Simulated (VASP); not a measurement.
# Na (Pm-3m) in VASP: notebook

Na is run at these levels: LDA; tasks: single point.

All numbers are computed with VASP 6.6.1; they aren't measurements. Logs are shortened: lines on timing, memory, paths and dates and some standing lists are left out, and cuts for length are marked.

## Step 1: The cell of the first run

The structure is cubic, space group Pm-3m (No. 221). The conventional cell has a = 3.255 Å, b = 3.255 Å, c = 3.255 Å, α = 90.00°, β = 90.00°, γ = 90.00°. Na (site symmetry m-3m) has 6 Na at 3.25 Å within 4.3 Å.

## Step 2: Single point, LDA (volume scaled by 0.96)

Input file INCAR:

```
  PREC = Accurate
  ENCUT = 520
  EDIFF = 1E-6
  ISMEAR = -1
  SIGMA = 0.1
  LREAL = False
  LASPH = True
  NELM = 80
  ALGO = Normal
  ISIF = 2
  LWAVE = False
  LCHARG = True
  LELF = True
  LVHAR = True
  NBANDS = 10
```

Input file KPOINTS:

```
Automatic mesh
0
Gamma
  11 11 11
```

Input file POSCAR:

```
Na
1.0
    3.2549036147      0.0000000000      0.0000000000
    0.0000000000      3.2549036147      0.0000000000
    0.0000000000      0.0000000000      3.2549036147
Na
1
Direct
    0.0000000000      0.0000000000      0.0000000000
```

Potentials or basis: VASP PAW LDA potentials, release 64 (Na_pv).

Started as:

```
$ cat potpaw_LDA.64/Na_pv/POTCAR > POTCAR
$ mpirun -np 1 vasp_std > vasp.out
```

OUTCAR:

```text
PREC = Accurate
   ENCUT = 520
   EDIFF = 1E-6
   ISMEAR = -1
   LREAL = False
   LASPH = True
   NELM = 80
   ISIF = 2

 ion  position               nearest neighbor table
   1  0.000  0.000  0.000-

  LATTYP: Found a simple cubic cell.
 ALAT       =     3.2549036147

  Lattice vectors:

 A1 = (   3.2549036147,   0.0000000000,   0.0000000000)
 A2 = (   0.0000000000,   3.2549036147,   0.0000000000)
 A3 = (   0.0000000000,   0.0000000000,   3.2549036147)

Analysis of symmetry for initial positions (statically):
=====================================================================
 Subroutine PRICEL returns:
 Original cell was already a primitive cell.

 Routine SETGRP: Setting up the symmetry group for a
 simple cubic supercell.

 Subroutine GETGRP returns: Found 48 space group operations
 (whereof 48 operations were pure point group operations)
 out of a pool of 48 trial point group operations.

The static configuration has the point symmetry O_h .

Analysis of symmetry for dynamics (positions and initial velocities):
=====================================================================
 Subroutine PRICEL returns:
 Original cell was already a primitive cell.

 Routine SETGRP: Setting up the symmetry group for a
 simple cubic supercell.

 Subroutine GETGRP returns: Found 48 space group operations
 (whereof 48 operations were pure point group operations)
 out of a pool of 48 trial point group operations.

The dynamic configuration has the point symmetry O_h .

 Subroutine INISYM returns: Found 48 space group operations
 (whereof 48 operations are pure point group operations),
 and found     1 'primitive' translations

----------------------------------------------------------------------------------------

                                     Primitive cell

  volume of cell :      34.4837

  direct lattice vectors                    reciprocal lattice vectors
     3.254903615  0.000000000  0.000000000     0.307228760  0.000000000  0.000000000
     0.000000000  3.254903615  0.000000000     0.000000000  0.307228760  0.000000000
     0.000000000  0.000000000  3.254903615     0.000000000  0.000000000  0.307228760

  length of vectors
     3.254903615  3.254903615  3.254903615     0.307228760  0.307228760  0.307228760

  position of ions in fractional coordinates (direct lattice)
     0.000000000  0.000000000  0.000000000

  ion indices of the primitive-cell ions
   primitive index   ion index
                 1           1

----------------------------------------------------------------------------------------

 KPOINTS: Automatic mesh

Automatic generation of k-mesh.
 Grid dimensions read from file:
 generate k-points for:   11   11   11

 Generating k-lattice:

  Cartesian coordinates                     Fractional coordinates (reciprocal lattice)
     0.027929887  0.000000000  0.000000000     0.090909091  0.000000000  0.000000000
     0.000000000  0.027929887  0.000000000     0.000000000  0.090909091  0.000000000
     0.000000000  0.000000000  0.027929887     0.000000000  0.000000000  0.090909091

  Length of vectors
     0.027929887  0.027929887  0.027929887

  Shift w.r.t. Gamma in fractional coordinates (k-lattice)
     0.000000000  0.000000000  0.000000000

 Subroutine IBZKPT returns following result:
 ===========================================

 Found     56 irreducible k-points:

 Following reciprocal coordinates:
            Coordinates               Weight
  0.000000  0.000000  0.000000      1.000000
  0.090909  0.000000  0.000000      6.000000
  0.181818  0.000000  0.000000      6.000000
  0.272727  0.000000  0.000000      6.000000
  0.363636  0.000000  0.000000      6.000000
  0.454545  0.000000  0.000000      6.000000
[... 16 lines left out ...]
  0.181818  0.090909  0.090909     24.000000
  0.272727  0.090909  0.090909     24.000000
 [... further k-points ...]
   k-points           NKPTS =     56   k-points in BZ     NKDIM =     56   number of bands    NBANDS=     10
   number of dos      NEDOS =    301   number of ions     NIONS =      1
   total plane-waves  NPLWV =  13824
   dimension x,y,z NGX =    24 NGY =   24 NGZ =   24
   dimension x,y,z NGXF=    48 NGYF=   48 NGZF=   48
   ions per type =               1
   NGX,Y,Z   is equivalent  to a cutoff of  12.26, 12.26, 12.26 a.u.
   NGXF,Y,Z  is equivalent  to a cutoff of  24.52, 24.52, 24.52 a.u.
 SYSTEM =  unknown system
   PREC   = accura    normal or accurate (medium, high low for compatibility)
   ISTART =      0    job   : 0-new  1-cont  2-samecut
   ICHARG =      2    charge: 1-file 2-atom 10-const
   ISPIN  =      1    spin polarized calculation?
   LNONCOLLINEAR =      F non collinear calculations
   LSORBIT =      F    spin-orbit coupling
   LASPH  =      T    aspherical Exc in radial PAW
   ENCUT  =  520.0 eV  38.22 Ry    6.18 a.u.   6.05  6.05  6.05*2*pi/ulx,y,z
   NELM   =     80;   NELMIN=  2; NELMDL= -5     # of ELM steps
   EDIFF  = 0.1E-05   stopping-criterion for ELM
   LREAL  =      F    real-space projection
   EDIFFG = 0.1E-04   stopping-criterion for IOM
   NSW    =      0    number of steps for IOM
   IBRION =     -1    ionic relax: 0-MD 1-quasi-New 2-CG
   NFREE  =      0    steps in history (QN), initial steepest desc. (CG)
   ISIF   =      2    stress and relaxation
   ISYM   =      2    0-nonsym 1-usesym 2-fastsym
   POTIM  = 0.5000    time-step for ionic-motion
   TEBEG  =    0.0;   TEEND  =   0.0 temperature during run
   PSTRESS=    0.0 pullay stress
   NELECT =       7.0000    total number of electrons
   NUPDOWN=      -1.0000    fix difference up-down
   EMIN   =  10.00;   EMAX   =-10.00  energy-range for DOS
   EFERMI =   0.00;   METHOD = LEGACY
   ISMEAR =    -1;   SIGMA  =   0.10  broadening in eV -4-tet -1-fermi 0-gaus
   EFERMI_NEDOS =   21; number of points for ismear=-14 and -15
   IALGO  =     38    algorithm
   IMIX   =      4    mixing-type and parameters
     AMIX     =   0.40;   BMIX     =  1.00
     AMIX_MAG =   1.60;   BMIX_MAG =  1.00
  volume/ion in A,a.u.               =      34.48       232.71
  Fermi-wavevector in a.u.,A,eV,Ry     =   0.962135  1.818172 12.594966  0.925704
  Thomas-Fermi vector in A             =   2.091568
   LORBIT       =      0    0 simple, 1 ext, 2 COOP (PROOUT), +10 PAW based schemes
   GGA     = CA    functional components
   LHFCALC =     F    Hartree Fock is set to
   AEXX    =    0.0000 exact exchange contribution
   IVDW    =     0    specifies the selected vdW correction
   LEPSILON=     F    determine dielectric tensor
   LRPA    =     F    only Hartree local field effects (RPA)
 non-spin polarized calculation
  energy-cutoff  :      520.00
  volume of cell :       34.48
 maximum number of plane-waves:       945
   NGX = 13   NGY = 13   NGZ = 13

 number of electron       6.9999994 magnetization

 Free energy of the ion-electron system (eV)
  ---------------------------------------------------
  ext. energy  EPLUGINS =         0.00000000
  ---------------------------------------------------
  free energy    TOTEN  =        -1.33782899 eV

  energy without entropy =       -1.32201904  energy(sigma->0) =       -1.32992401

 E-fermi :   0.3670     XC(G=0):  -6.9250

 val. band max:        0.3596779931   @ k =   0.3636   0.2727   0.1818
 cond. band min:       0.4683073752   @ k =   0.4545   0.1818   0.0909
 fundamental gap:      0.1086293821
 Fermi energy:         0.3670244214

 k-point     1 :       0.0000    0.0000    0.0000
  band No.  band energies     occupation
      1     -24.6818      2.00000
      2     -24.6818      2.00000
      3     -24.6818      2.00000
      4      -3.0577      2.00000
      5       9.1556      0.00000
      6       9.1556      0.00000
      7      10.7593      0.00000
      8      10.7593      0.00000
      9      10.7593      0.00000
     10      14.0867      0.00000

 k-point     2 :       0.0909    0.0000    0.0000
  band No.  band energies     occupation
      1     -24.6879      2.00000
      2     -24.6813      2.00000
      3     -24.6813      2.00000
      4      -2.9359      2.00000
      5       7.8888      0.00000
      6       9.2648      0.00000
      7      10.8527      0.00000
      8      10.8527      0.00000
      9      11.6156      0.00000
     10      14.7837      0.00000

 k-point     3 :       0.1818    0.0000    0.0000
  band No.  band energies     occupation
      1     -24.7042      2.00000
      2     -24.6799      2.00000
      3     -24.6799      2.00000
      4      -2.5724      2.00000
      5       6.0433      0.00000
      6       9.5893      0.00000
      7      11.1327      0.00000
      8      11.1327      0.00000
      9      12.4474      0.00000
     10      16.6279      0.00000

 k-point     4 :       0.2727    0.0000    0.0000
  band No.  band energies     occupation
      1     -24.7255      2.00000
      2     -24.6781      2.00000
      3     -24.6781      2.00000
      4      -1.9725      2.00000
      5       4.2579      0.00000
      6      10.1153      0.00000
      7      11.5978      0.00000
      8      11.5978      0.00000
      9      13.1697      0.00000
     10      17.0459      0.00000
[... 222 lines left out ...]
 k-point    22 :       0.0909    0.0909    0.0909
  band No.  band energies     occupation
      1     -24.6875      2.00000
      2     -24.6865      2.00000
      3     -24.6865      2.00000
      4      -2.6932      2.00000
      5       7.8189      0.00000
      6       7.8189      0.00000
      7       9.6874      0.00000
      8      12.7250      0.00000
      9      12.7250      0.00000
     10      15.6161      0.00000

 k-point    23 :       0.1818    0.0909    0.0909
  band No.  band energies     occupation
      1     -24.7030      2.00000
      2     -24.6857      2.00000
      3     -24.6851      2.00000
      4      -2.3315      2.00000
      5       6.2133      0.00000
      6       8.1354      0.00000
      7       9.6701      0.00000
      8      12.9719      0.00000
      9      14.0594      0.00000
     10      16.7377      0.00000

 k-point    24 :       0.2727    0.0909    0.0909
  band No.  band energies     occupation
      1     -24.7241      2.00000
      2     -24.6838      2.00000
      3     -24.6832      2.00000
      4      -1.7345      2.00000
      5       4.4676      0.00000
      6       8.6599      0.00000
      7      10.1156      0.00000
      8      13.2300      0.00000
      9      14.7984      0.00000
     10      15.1814      0.00000

 [... further k-points ...]
[... 5 lines left out ...]
  --------------------------------------------------------------------------------------
  -------------------------------------------------------------------------------------
  Total        0.0522974      0.0522974      0.0522974     -0.0000000     -0.0000000      0.0000000
  in kB        2.4298335      2.4298335      2.4298335     -0.0000000     -0.0000000      0.0000000
  external PRESSURE =       2.4298335 kB  Pullay stress =       0.0000000 kB

 VOLUME and BASIS-vectors are now :
 -----------------------------------------------------------------------------
  energy-cutoff  :      520.00
  volume of cell :       34.48
      direct lattice vectors                 reciprocal lattice vectors
     3.254903615  0.000000000  0.000000000     0.307228760  0.000000000  0.000000000
     0.000000000  3.254903615  0.000000000     0.000000000  0.307228760  0.000000000
     0.000000000  0.000000000  3.254903615     0.000000000  0.000000000  0.307228760

 POSITION                                       TOTAL-FORCE (eV/Angst)
 -----------------------------------------------------------------------------------
      0.00000      0.00000      0.00000         0.000000      0.000000      0.000000
 -----------------------------------------------------------------------------------
    total drift:                                0.000000     -0.000000      0.000000

  FREE ENERGIE OF THE ION-ELECTRON SYSTEM (eV)
  ---------------------------------------------------
  free  energy   TOTEN  =        -1.3378289860 eV

  energy  without entropy=       -1.3220190440  energy(sigma->0) =       -1.32992401
```

It took 5.5 s on 1 thread of Intel Xeon Platinum 8259CL at 2.50GHz (Skylake/Cascade Lake), shared host; peak memory 0.13 GiB.

What came out:

- Free energy: -1.3378 eV
- Pressure: 0.2 GPa

Levels at points of the mesh, in eV from the Fermi level:
```tsv
k point	band 2	band 3	band 4	band 5	band 6	band 7
(0.00, 0.00, 0.00)	-25.05	-25.05	-3.42	8.79	8.79	10.39
```

Caveat: the cell differs from its parent crystal (volume scaled by 0.96).

## Step 3: Single point, LDA

This run uses another cell than the first one, of 35.92 Å³/atom, 1.042 times its volume.

Input file INCAR:

```
SYSTEM = Na
ALGO     = Normal         ! electronic algorithm
EDIFF    = 1E-6           ! SCF threshold, eV
ENCUT    = 520            ! plane-wave cutoff, eV
ISIF     = 2              ! what is computed and relaxed
ISMEAR   = -1             ! smearing method
LASPH    = .True.         ! aspherical terms in the spheres
LCHARG   = .False.        ! write CHGCAR
LREAL    = .False.        ! projectors in reciprocal space
LWAVE    = .False.        ! write WAVECAR
NBANDS   = 10             ! bands
NELM     = 60             ! most SCF steps
PREC     = Accurate       ! precision mode
SIGMA    = 0.1            ! smearing width, eV
```

Input file KPOINTS:

```
k-points
0
Gamma
  11 11 11
  0 0 0
```

Input file POSCAR:

```
Na
1.0
    3.2994968768      0.0000000000      0.0000000000
    0.0000000000      3.2994968768      0.0000000000
    0.0000000000      0.0000000000      3.2994968768
Na
1
Direct
    0.0000000000      0.0000000000      0.0000000000
```

Potentials or basis: VASP PAW LDA potentials, release 64 (Na_pv).

Started as:

```
$ cat potpaw_LDA.64/Na_pv/POTCAR > POTCAR
$ mpirun -np 1 vasp_std > vasp.out
```

Run time: 10 s. Hardware: 1 thread of Intel Xeon Platinum 8259CL at 2.50GHz (Skylake/Cascade Lake), shared host; peak memory 0.14 GiB.

The run converged. Its results:

```
Free energy : -1.3389 eV
Pressure    : -0.1 GPa
```

Levels at points of the mesh, in eV from the Fermi level:
```tsv
k point	band 1	band 2	band 3	band 4	band 5	band 6	band 7	band 8
(0.00, 0.00, 0.00)	-25.07	-25.07	-25.07	-3.34	8.61	8.61	10.11	10.11
```

## Step 4: Single point, LDA (volume scaled by 1.04)

Input file INCAR:

```
SYSTEM = Na
PREC     = Accurate       ! precision mode
ENCUT    = 520            ! plane-wave cutoff, eV
EDIFF    = 1E-7           ! SCF threshold, eV
ISMEAR   = -1             ! smearing method
SIGMA    = 0.1            ! smearing width, eV
LREAL    = .FALSE.        ! projectors in reciprocal space
LASPH    = .TRUE.         ! aspherical terms in the spheres
NELM     = 80             ! most SCF steps
ALGO     = Normal         ! electronic algorithm
ISIF     = 2              ! what is computed and relaxed
LWAVE    = .FALSE.        ! write WAVECAR
LCHARG   = .FALSE.        ! write CHGCAR
NBANDS   = 10             ! bands
```

Input file KPOINTS:

```
Automatic mesh
0
G
  11 11 11
  0 0 0
```

Input file POSCAR:

```
Na
1.0
    3.3429162886      0.0000000000      0.0000000000
    0.0000000000      3.3429162886      0.0000000000
    0.0000000000      0.0000000000      3.3429162886
Na
1
Direct
    0.0000000000      0.0000000000      0.0000000000
```

Started as:

```
$ cat potpaw_LDA.64/Na_pv/POTCAR > POTCAR
$ mpirun -np 1 vasp_std > vasp.out
```

Wall time 12 s (1 thread of Intel Xeon Platinum 8259CL at 2.50GHz (Skylake/Cascade Lake), shared host); peak memory 0.14 GiB.

It converged, with:

```yaml
Free_energy: -1.3374 eV
Pressure: -0.3 GPa
```

Levels at points of the mesh, in eV from the Fermi level:
| k point | band 2 | band 3 | band 4 | band 5 | band 6 | band 7 |
| --- | --- | --- | --- | --- | --- | --- |
| (0.00, 0.00, 0.00) | -25.09 | -25.09 | -3.25 | 8.45 | 8.45 | 9.84 |

Caveat: the cell differs from its parent crystal (volume scaled by 1.04).

## Step 5: Single point, LDA (volume scaled by 1.08)

Input file INCAR:

```
PREC = Accurate ; ENCUT = 520
EDIFF = 1E-6 ; ISMEAR = -1
SIGMA = 0.1 ; LREAL = False
LASPH = True ; NELM = 60
ALGO = Normal ; ISIF = 2
LWAVE = False ; LCHARG = False
NBANDS = 10
```

Input file KPOINTS:

```
regular mesh
0
Gamma
  11 11 11
```

Input file POSCAR:

```
Na
1.0
    3.3852361773      0.0000000000      0.0000000000
    0.0000000000      3.3852361773      0.0000000000
    0.0000000000      0.0000000000      3.3852361773
Na
1
Direct
    0.0000000000      0.0000000000      0.0000000000
```

Started as:

```
$ cat potpaw_LDA.64/Na_pv/POTCAR > POTCAR
$ mpirun -np 1 vasp_std > vasp.out
```

Wall time 10 s (1 thread of Intel Xeon Platinum 8259CL at 2.50GHz (Skylake/Cascade Lake), shared host); peak memory 0.14 GiB.

The run converged. Its results:

```yaml
Free_energy: -1.3338 eV
Pressure: -0.5 GPa
```

Levels at points of the mesh, in eV from the Fermi level:
```csv
k point,band 2,band 3,band 4,band 5,band 6,band 7
"(0.00, 0.00, 0.00)",-25.11,-25.11,-3.17,8.29,8.29,9.59
```

Caveat: the cell differs from its parent crystal (volume scaled by 1.08).

## Step 6: The runs side by side

| cell | gap on the mesh (eV) | pressure (GPa) |
| --- | --- | --- |
| a = 3.255 Å, 1 atom | none | 0.2 |
| a = 3.299 Å, 1 atom | none | -0.1 |
| a = 3.343 Å, 1 atom | none | -0.3 |
| a = 3.385 Å, 1 atom | none | -0.5 |

Alike in all rows: task single point; level LDA; potentials or basis VASP PAW LDA potentials, release 64 (Na_pv); no spin polarisation; k mesh 11 × 11 × 11; cutoff (eV) 520; smearing fermi-dirac 0.1 eV.

Total energies depend on the potentials used, so only differences within one code and one set of settings carry meaning.
